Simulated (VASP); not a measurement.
BC5: single point with PBE

Crystal: BC5.

```xyz
6
Lattice="4.7880 0.0000 0.0000 -2.3940 4.1465 0.0000 0.0000 0.0000 3.8327" Properties=species:S:1:pos:R:3 pbc="T T T"
B     0.0000    0.0000    0.0000
C    -1.1970    2.0733    1.9164
C     0.0000    2.7643    0.0000
C     2.3940    1.3822    0.0000
C     2.3940    0.0000    1.9164
C     1.1970    2.0733    1.9164
```

The cell was built from a structure type or drawn by symmetry, and may not be a known phase.

| Item | Value |
| --- | --- |
| Program | VASP 6.6.1 |
| Task | single point |
| Functional | PBE |
| Potentials or basis | VASP PAW PBE potentials, release 64 (B, C) |
| Cutoff | 520 eV |
| k mesh | 6 × 6 × 4 |
| Occupations | gaussian, width 0.1 eV |
| Spin | no spin polarisation |

* Pressure: -25.2 GPa
* Band gap on the k mesh: zero (an odd number of electrons rules out a gap without spin polarisation)

Stress tensor (GPa, compression positive):
```
-23.43   0.00   0.00
  0.00 -23.43   0.00
  0.00   0.00 -28.87
```

Levels at points of the mesh, in eV from the Fermi level:
```tsv
k point	band 10	band 11	band 12	band 13	band 14	band 15
(0.00, 0.00, 0.00)	-1.98	0.11	0.11	0.14	0.83	0.83
(0.50, 0.00, 0.00)	-1.24	-0.89	-0.34	0.24	0.64	0.73
(0.00, 0.00, 0.50)	-2.05	-2.05	-0.87	-0.87	0.93	2.08
(0.50, 0.00, 0.50)	-0.39	-0.23	0.01	0.64	0.83	1.55
```

Wall time 48 s on 1 thread of Intel Xeon 8259CL, on a shared host, peak memory 0.19 GiB.

Caveat: the k points lie up to 0.41 Å⁻¹ apart, too coarse for converged energies and pressures of a metal.
